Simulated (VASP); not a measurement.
# GaN (Fm-3m) in VASP: a series of runs

The runs below take GaN through single point, with r2SCAN, HSE06.

Program: VASP 6.6.1. These are calculated values, not measurements. Logs are shortened: lines on timing, memory, paths and dates and some standing lists are left out, and cuts for length are marked.

### Step 1. The cell of the first run

Symmetry: Fm-3m, No. 225, cubic system. Conventional cell: a = 4.217 Å, b = 4.217 Å, c = 4.217 Å, α = 90.00°, β = 90.00°, γ = 90.00°. Ga (site symmetry m-3m) has 6 N at 2.11 Å within 2.8 Å. N (site symmetry m-3m) has 6 Ga at 2.11 Å within 2.8 Å.

### Step 2. Single point, r2SCAN

Input file POSCAR:

```
GaN
1.0
    0.0000000000      2.1085152362      2.1085152362
    2.1085152362      0.0000000000      2.1085152362
    2.1085152362      2.1085152362      0.0000000000
Ga N
1 1
Direct
    0.0000000000      0.0000000000      0.0000000000
    0.5000000000      0.5000000000      0.5000000000
```

Input file INCAR.step1:

```
SYSTEM = GaN
PREC     = Accurate       ! precision mode
ENCUT    = 520            ! plane-wave cutoff, eV
ISMEAR   = 0              ! smearing method
SIGMA    = 0.01           ! smearing width, eV
LREAL    = .False.        ! projectors in reciprocal space
LASPH    = .True.         ! aspherical terms in the spheres
NELM     = 60             ! most SCF steps
NBANDS   = 16             ! bands
GGA      = PE             ! functional
ALGO     = Normal         ! electronic algorithm
EDIFF    = 1E-4           ! SCF threshold, eV
LWAVE    = .True.         ! write WAVECAR
LCHARG   = .False.        ! write CHGCAR
```

Input file INCAR.step2:

```
SYSTEM = GaN
PREC     = Accurate       ! precision mode
ENCUT    = 520            ! plane-wave cutoff, eV
EDIFF    = 1E-6           ! SCF threshold, eV
ISMEAR   = 0              ! smearing method
SIGMA    = 0.01           ! smearing width, eV
LREAL    = .False.        ! projectors in reciprocal space
LASPH    = .True.         ! aspherical terms in the spheres
NELM     = 60             ! most SCF steps
ALGO     = Normal         ! electronic algorithm
ISIF     = 2              ! what is computed and relaxed
LWAVE    = .False.        ! write WAVECAR
LCHARG   = .True.         ! write CHGCAR
METAGGA  = R2SCAN         ! meta-GGA
LMIXTAU  = .True.       
LELF     = .True.         ! ELF
LVHAR    = .True.       
NBANDS   = 16             ! bands
ISTART   = 1
```

Input file KPOINTS:

```
Automatic mesh
0
Gamma
  6 6 6
  0 0 0
```

Potentials or basis: VASP PAW PBE potentials, release 64 (Ga_d, N).

Launch:

```
> cat potpaw_PBE.64/Ga_d/POTCAR potpaw_PBE.64/N/POTCAR > POTCAR
> cp INCAR.step1 INCAR
> mpirun -np 1 vasp_std > vasp.out
> cp INCAR.step2 INCAR
> mpirun -np 1 vasp_std > vasp.out
```

OUTCAR:

```text
SYSTEM = GaN
   PREC = Accurate
   ENCUT = 520
   EDIFF = 1E-6
   ISMEAR = 0
   LREAL = .False.
   LASPH = .True.
   NELM = 60
   ISIF = 2
   METAGGA = R2SCAN
   ISTART = 1

 ion  position               nearest neighbor table
   1  0.000  0.000  0.000-   2 2.11   2 2.11   2 2.11   2 2.11   2 2.11   2 2.11
   2  0.500  0.500  0.500-   1 2.11   1 2.11   1 2.11   1 2.11   1 2.11   1 2.11

  LATTYP: Found a face centered cubic cell.
 ALAT       =     4.2170304724

  Lattice vectors:

 A1 = (   0.0000000000,   2.1085152362,   2.1085152362)
 A2 = (   2.1085152362,   0.0000000000,   2.1085152362)
 A3 = (   2.1085152362,   2.1085152362,   0.0000000000)

Analysis of symmetry for initial positions (statically):
=====================================================================
 Subroutine PRICEL returns:
 Original cell was already a primitive cell.

 Routine SETGRP: Setting up the symmetry group for a
 face centered cubic supercell.

 Subroutine GETGRP returns: Found 48 space group operations
 (whereof 48 operations were pure point group operations)
 out of a pool of 48 trial point group operations.

The static configuration has the point symmetry O_h .

Analysis of symmetry for dynamics (positions and initial velocities):
=====================================================================
 Subroutine PRICEL returns:
 Original cell was already a primitive cell.

 Routine SETGRP: Setting up the symmetry group for a
 face centered cubic supercell.

 Subroutine GETGRP returns: Found 48 space group operations
 (whereof 48 operations were pure point group operations)
 out of a pool of 48 trial point group operations.

The dynamic configuration has the point symmetry O_h .

 Subroutine INISYM returns: Found 48 space group operations
 (whereof 48 operations are pure point group operations),
 and found     1 'primitive' translations

----------------------------------------------------------------------------------------

                                     Primitive cell

  volume of cell :      18.7482

  direct lattice vectors                    reciprocal lattice vectors
     0.000000000  2.108515236  2.108515236    -0.237133691  0.237133691  0.237133691
     2.108515236  0.000000000  2.108515236     0.237133691 -0.237133691  0.237133691
     2.108515236  2.108515236  0.000000000     0.237133691  0.237133691 -0.237133691

  length of vectors
     2.981890844  2.981890844  2.981890844     0.410727601  0.410727601  0.410727601

  position of ions in fractional coordinates (direct lattice)
     0.000000000  0.000000000  0.000000000
     0.500000000  0.500000000  0.500000000

  ion indices of the primitive-cell ions
   primitive index   ion index
                 1           1
                 2           2

----------------------------------------------------------------------------------------

 KPOINTS: Automatic mesh

Automatic generation of k-mesh.
 Grid dimensions read from file:
 generate k-points for:    6    6    6

 Generating k-lattice:

  Cartesian coordinates                     Fractional coordinates (reciprocal lattice)
    -0.039522282  0.039522282  0.039522282     0.166666667  0.000000000  0.000000000
     0.039522282 -0.039522282  0.039522282     0.000000000  0.166666667  0.000000000
     0.039522282  0.039522282 -0.039522282     0.000000000  0.000000000  0.166666667

  Length of vectors
     0.068454600  0.068454600  0.068454600

  Shift w.r.t. Gamma in fractional coordinates (k-lattice)
     0.000000000  0.000000000  0.000000000

 Subroutine IBZKPT returns following result:
 ===========================================

 Found     16 irreducible k-points:

 Following reciprocal coordinates:
            Coordinates               Weight
  0.000000  0.000000  0.000000      1.000000
  0.166667  0.000000  0.000000      8.000000
  0.333333  0.000000  0.000000      8.000000
  0.500000  0.000000  0.000000      4.000000
  0.166667  0.166667  0.000000      6.000000
  0.333333  0.166667  0.000000     24.000000
[... 8 lines left out ...]
 -0.333333  0.333333  0.166667     24.000000
 -0.333333  0.500000  0.166667     12.000000
   k-points           NKPTS =     16   k-points in BZ     NKDIM =     16   number of bands    NBANDS=     16
   number of dos      NEDOS =    301   number of ions     NIONS =      2
   total plane-waves  NPLWV =  13824
   dimension x,y,z NGX =    24 NGY =   24 NGZ =   24
   dimension x,y,z NGXF=    48 NGYF=   48 NGZF=   48
   ions per type =               1   1
   NGX,Y,Z   is equivalent  to a cutoff of  13.38, 13.38, 13.38 a.u.
   NGXF,Y,Z  is equivalent  to a cutoff of  26.76, 26.76, 26.76 a.u.
 SYSTEM =  GaN
   PREC   = accura    normal or accurate (medium, high low for compatibility)
   ISTART =      1    job   : 0-new  1-cont  2-samecut
   ICHARG =      0    charge: 1-file 2-atom 10-const
   ISPIN  =      1    spin polarized calculation?
   LNONCOLLINEAR =      F non collinear calculations
   LSORBIT =      F    spin-orbit coupling
   LASPH  =      T    aspherical Exc in radial PAW
   ENCUT  =  520.0 eV  38.22 Ry    6.18 a.u.   5.54  5.54  5.54*2*pi/ulx,y,z
   NELM   =     60;   NELMIN=  2; NELMDL=  0     # of ELM steps
   EDIFF  = 0.1E-05   stopping-criterion for ELM
   LREAL  =      F    real-space projection
[... 7 lines left out ...]
   TEBEG  =    0.0;   TEEND  =   0.0 temperature during run
   PSTRESS=    0.0 pullay stress
   NELECT =      18.0000    total number of electrons
   NUPDOWN=      -1.0000    fix difference up-down
   EMIN   =  10.00;   EMAX   =-10.00  energy-range for DOS
   EFERMI =   0.00;   METHOD = LEGACY
   ISMEAR =     0;   SIGMA  =   0.01  broadening in eV -4-tet -1-fermi 0-gaus
   EFERMI_NEDOS =   21; number of points for ismear=-14 and -15
   IALGO  =     38    algorithm
   IMIX   =      4    mixing-type and parameters
     AMIX     =   0.40;   BMIX     =  1.00
     AMIX_MAG =   1.60;   BMIX_MAG =  1.00
  volume/ion in A,a.u.               =       9.37        63.26
  Fermi-wavevector in a.u.,A,eV,Ry     =   1.615024  3.051952 35.488101  2.608302
  Thomas-Fermi vector in A             =   2.709838
   LORBIT       =      0    0 simple, 1 ext, 2 COOP (PROOUT), +10 PAW based schemes
   METAGGA = R2SCAN    functional components
   LHFCALC =     F    Hartree Fock is set to
   AEXX    =    0.0000 exact exchange contribution
   IVDW    =     0    specifies the selected vdW correction
   LEPSILON=     F    determine dielectric tensor
   LRPA    =     F    only Hartree local field effects (RPA)
 non-spin polarized calculation
 Gauss-broadening in eV      SIGMA  =   0.01
  energy-cutoff  :      520.00
  volume of cell :       18.75
 maximum number of plane-waves:       531
 NGX is ok and might be reduce to    24
   NGX = 11   NGY = 11   NGZ = 11

 number of electron      18.0000008 magnetization

 Free energy of the ion-electron system (eV)
  ---------------------------------------------------
  ext. energy  EPLUGINS =         0.00000000
  ---------------------------------------------------
  free energy    TOTEN  =       -20.96568563 eV

  energy without entropy =      -20.96568563  energy(sigma->0) =      -20.96568563

 E-fermi :   7.8892     XC(G=0): -14.2179

 val. band max:        7.7622753524   @ k =  -0.1667   0.1667   0.0000
 cond. band min:       8.8962313733   @ k =   0.5000   0.5000   0.0000
 fundamental gap:      1.1339560208
 Fermi energy:         7.8892132517

 k-point     1 :       0.0000    0.0000    0.0000
  band No.  band energies     occupation
      1     -10.3827      2.00000
      2      -6.6427      2.00000
      3      -6.6427      2.00000
      4      -6.6427      2.00000
      5      -6.5731      2.00000
      6      -6.5731      2.00000
[... 8 lines left out ...]
     15      24.7670      0.00000
     16      24.7726      0.00000

 k-point     2 :       0.1667    0.0000    0.0000
  band No.  band energies     occupation
      1      -9.8429      2.00000
      2      -6.6636      2.00000
      3      -6.6560      2.00000
      4      -6.6560      2.00000
      5      -6.5719      2.00000
      6      -6.5718      2.00000
[... 8 lines left out ...]
     15      25.2151      0.00000
     16      25.2152      0.00000

 k-point     3 :       0.3333    0.0000    0.0000
  band No.  band energies     occupation
      1      -8.4289      2.00000
      2      -6.7755      2.00000
      3      -6.7755      2.00000
      4      -6.7198      2.00000
      5      -6.4733      2.00000
      6      -6.4733      2.00000
[... 8 lines left out ...]
     15      28.3374      0.00000
     16      28.3375      0.00000

 k-point     4 :       0.5000    0.0000    0.0000
  band No.  band energies     occupation
      1      -7.2826      2.00000
      2      -6.8494      2.00000
      3      -6.8369      2.00000
      4      -6.8369      2.00000
      5      -6.4208      2.00000
      6      -6.4208      2.00000
[... 8 lines left out ...]
     15      32.2482      0.00000
     16      32.2484      0.00000

 k-point     5 :       0.1667    0.1667    0.0000
  band No.  band energies     occupation
      1      -9.7077      2.00000
      2      -6.6865      2.00000
      3      -6.6604      2.00000
      4      -6.5857      2.00000
      5      -6.5857      2.00000
      6      -6.5454      2.00000
[... 8 lines left out ...]
     15      29.0163      0.00000
     16      29.0163      0.00000

 k-point     6 :       0.3333    0.1667    0.0000
  band No.  band energies     occupation
      1      -8.7921      2.00000
      2      -6.7230      2.00000
      3      -6.6415      2.00000
      4      -6.6389      2.00000
      5      -6.4560      2.00000
      6      -6.3877      2.00000
[... 8 lines left out ...]
     15      29.5450      0.00000
     16      30.7241      0.00000
[... 115 lines left out ...]
 k-point    13 :       0.5000    0.5000    0.0000
  band No.  band energies     occupation
      1      -8.7138      2.00000
      2      -6.8194      2.00000
      3      -6.4623      2.00000
      4      -6.3616      2.00000
      5      -6.3616      2.00000
      6      -3.7877      2.00000
[... 8 lines left out ...]
     15      36.5921      0.00000
     16      36.8011      0.00000

 k-point    14 :       0.5000    0.3333    0.1667
  band No.  band energies     occupation
      1      -8.3675      2.00000
      2      -6.7121      2.00000
      3      -6.6777      2.00000
      4      -6.5521      2.00000
      5      -6.4453      2.00000
      6      -5.5547      2.00000
[... 8 lines left out ...]
     15      30.9987      0.00000
     16      33.3431      0.00000

 k-point    15 :      -0.3333    0.3333    0.1667
  band No.  band energies     occupation
      1      -8.2250      2.00000
      2      -6.7289      2.00000
      3      -6.6408      2.00000
      4      -6.6144      2.00000
      5      -6.3976      2.00000
      6      -4.7119      2.00000
[... 8 lines left out ...]
     15      27.6568      0.00000
     16      35.0881      0.00000

 k-point    16 :      -0.3333    0.5000    0.1667
  band No.  band energies     occupation
      1      -8.4637      2.00000
      2      -6.7358      2.00000
      3      -6.5996      2.00000
      4      -6.5123      2.00000
      5      -6.3616      2.00000
      6      -3.9896      2.00000
[... 8 lines left out ...]
     15      30.7170      0.00000
     16      36.6448      0.00000

------------------------ aborting loop because EDIFF is reached ----------------------------------------

  FORCE on cell =-STRESS in cart. coord.  units (eV):
  Direction    XX          YY          ZZ          XY          YZ          ZX
  --------------------------------------------------------------------------------------
  -------------------------------------------------------------------------------------
  Total        0.1400251      0.1400251      0.1400251      0.0000000      0.0000000      0.0000000
  in kB       11.9662021     11.9662021     11.9662021      0.0000000      0.0000000      0.0000000
  external PRESSURE =      11.9662021 kB  Pullay stress =       0.0000000 kB

 VOLUME and BASIS-vectors are now :
 -----------------------------------------------------------------------------
  energy-cutoff  :      520.00
  volume of cell :       18.75
      direct lattice vectors                 reciprocal lattice vectors
     0.000000000  2.108515236  2.108515236    -0.237133691  0.237133691  0.237133691
     2.108515236  0.000000000  2.108515236     0.237133691 -0.237133691  0.237133691
     2.108515236  2.108515236  0.000000000     0.237133691  0.237133691 -0.237133691

 POSITION                                       TOTAL-FORCE (eV/Angst)
 -----------------------------------------------------------------------------------
      0.00000      0.00000      0.00000         0.000000      0.000000      0.000000
      2.10852      2.10852      2.10852        -0.000000      0.000000     -0.000000
 -----------------------------------------------------------------------------------
    total drift:                                0.000000     -0.000000     -0.000000

  FREE ENERGIE OF THE ION-ELECTRON SYSTEM (eV)
  ---------------------------------------------------
  free  energy   TOTEN  =       -20.9656856327 eV

  energy  without entropy=      -20.9656856327  energy(sigma->0) =      -20.96568563
```

Run time: 18 s. Hardware: 1 thread of AMD EPYC 9R45 (Zen 5), shared host; peak memory 0.11 GiB.

What came out:

| Quantity | Value |
| --- | --- |
| Free energy | -20.9657 eV |
| Pressure | 1.2 GPa |
| Band gap on the k mesh | 1.13 eV, indirect (least direct gap 3.40 eV) |

Levels at points of the mesh, in eV from the valence-band top:
```tsv
k point	band 7	band 8	band 9	band 10	band 11	band 12
(0.00, 0.00, 0.00)	-0.54	-0.54	-0.54	2.86	15.48	15.48
(0.50, 0.00, 0.00)	-8.40	-0.19	-0.19	5.38	9.84	9.84
(0.50, 0.50, 0.00)	-7.29	-3.15	-3.15	1.13	8.49	13.12
```

Caveat: the k points lie up to 0.43 Å⁻¹ apart; the PAW data sets were made with another functional, which shifts forces and pressure a little. A k mesh can miss the band edges.

### Step 3. Single point, HSE06

POSCAR is that of step 2.

Input file INCAR.step1:

```
SYSTEM = GaN
PREC = Accurate ; ENCUT = 520
EDIFF = 1E-5 ; ISMEAR = 0
SIGMA = 0.01 ; LREAL = .False.
LASPH = .True. ; NELM = 100
ALGO = Normal ; ISIF = 2
LWAVE = .True. ; LCHARG = .False.
NBANDS = 16 ; GGA = PE
```

Input file INCAR.step2:

```
SYSTEM = GaN
PREC = Accurate ; ENCUT = 520
EDIFF = 1E-7 ; ISMEAR = 0
SIGMA = 0.01 ; LREAL = .False.
LASPH = .True. ; NELM = 100
ALGO = Normal ; ISIF = 2
LWAVE = .False. ; LCHARG = .False.
GGA = PE ; LHFCALC = .True.
HFSCREEN = 0.2079 ; PRECFOCK = Normal
NBANDS = 16 ; ISTART = 1
```

KPOINTS is that of step 2.

Potentials or basis: VASP PAW PBE potentials, release 64 (Ga_d, N).

Launch:

```
> cat potpaw_PBE.64/Ga_d/POTCAR potpaw_PBE.64/N/POTCAR > POTCAR
> cp INCAR.step1 INCAR
> mpirun -np 1 vasp_std > vasp.out
> cp INCAR.step2 INCAR
> mpirun -np 1 vasp_std > vasp.out
```

It took 16 min on 1 thread of AMD EPYC 9R45 (Zen 5), shared host; peak memory 0.23 GiB.

The run converged. Its results:

```yaml
Free_energy: -13.7799 eV
Pressure: -0.5 GPa
Band_gap_on_the_k_mesh: 1.89 eV, indirect (least direct gap 4.16 eV)
```

Levels at points of the mesh, in eV from the valence-band top:
| k point | band 5 | band 6 | band 7 | band 8 | band 9 | band 10 | band 11 | band 12 | band 13 | band 14 |
| --- | --- | --- | --- | --- | --- | --- | --- | --- | --- | --- |
| (0.00, 0.00, 0.00) | -16.23 | -16.23 | -0.53 | -0.53 | -0.53 | 3.62 | 16.17 | 16.17 | 16.17 | 17.58 |
| (0.50, 0.00, 0.00) | -16.06 | -15.68 | -8.98 | -0.22 | -0.22 | 5.97 | 10.64 | 10.64 | 11.61 | 18.11 |
| (0.50, 0.50, 0.00) | -15.99 | -12.63 | -7.78 | -3.31 | -3.31 | 1.89 | 8.94 | 14.05 | 16.75 | 16.75 |

Caveat: the k points lie up to 0.43 Å⁻¹ apart; the PAW data sets were made with another functional, which shifts forces and pressure a little.
